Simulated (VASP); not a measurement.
Write the native input for VASP 6.6.1 that does the following.

| Quantity | Value |
| --- | --- |
| Task | single point |
| Functional | LDA |
| Potentials or basis | VASP PAW LDA potentials, release 64 (Ti_sv, Co) |
| Cutoff | 550 eV |
| k mesh | 10 × 10 × 10 |
| Occupations | gaussian, width 0.1 eV |
| Spin | no spin polarisation |
| Dipole correction | no |
| Second try | not_converged |
| Further INCAR settings | ALGO = All; EDIFF = 1e-06; NBANDS = 39 |

The structure of TiCo2 lies in POSCAR:

```
TiCo2
1.0
    0.0000000000      3.2437359274      3.2437359274
    3.2437359274      0.0000000000      3.2437359274
    3.2437359274      3.2437359274      0.0000000000
Ti Co
2 4
Direct
    0.5000000000      0.5000000000      0.5000000000
    0.7500000000      0.7500000000      0.7500000000
    0.1250000000      0.1250000000      0.1250000000
    0.6250000000      0.1250000000      0.1250000000
    0.1250000000      0.1250000000      0.6250000000
    0.1250000000      0.6250000000      0.1250000000
```

One way to write it, as run:

INCAR

```
SYSTEM = TiCo2
PREC     = Accurate       ! precision mode
ENCUT    = 550            ! plane-wave cutoff, eV
EDIFF    = 1E-6           ! SCF threshold, eV
ISMEAR   = 0              ! smearing method
SIGMA    = 0.1            ! smearing width, eV
LREAL    = .FALSE.        ! projectors in reciprocal space
LASPH    = .TRUE.         ! aspherical terms in the spheres
NELM     = 300            ! most SCF steps
ALGO     = All            ! electronic algorithm
ISIF     = 2              ! what is computed and relaxed
LWAVE    = .FALSE.        ! write WAVECAR
LCHARG   = .TRUE.         ! write CHGCAR
LVHAR    = .TRUE.       
NBANDS   = 39             ! bands
GGA_COMPAT= .FALSE.      
ISEARCH  = 1            
KPAR     = 4
```

KPOINTS

```
Automatic mesh
0
G
  10 10 10
  0 0 0
```

Potentials or basis: VASP PAW LDA potentials, release 64 (Ti_sv, Co).

The run is started by

```console
$ cat potpaw_LDA.64/Ti_sv/POTCAR potpaw_LDA.64/Co/POTCAR > POTCAR
$ mpirun -np 4 vasp_std > vasp.out
```

It gave:

| Item | Value |
| --- | --- |
| Pressure | -0.6 GPa |
| Band gap on the k mesh | zero (bands 30 and 31 overlap by 0.81 eV) |

Caveat: the run has no spin polarisation, though such a crystal can be magnetic.

Wall time 91 s on 4 MPI ranks on Intel(R) Xeon(R) 6975P-C (Granite Rapids), on a shared host, peak memory 0.35 GiB a rank.
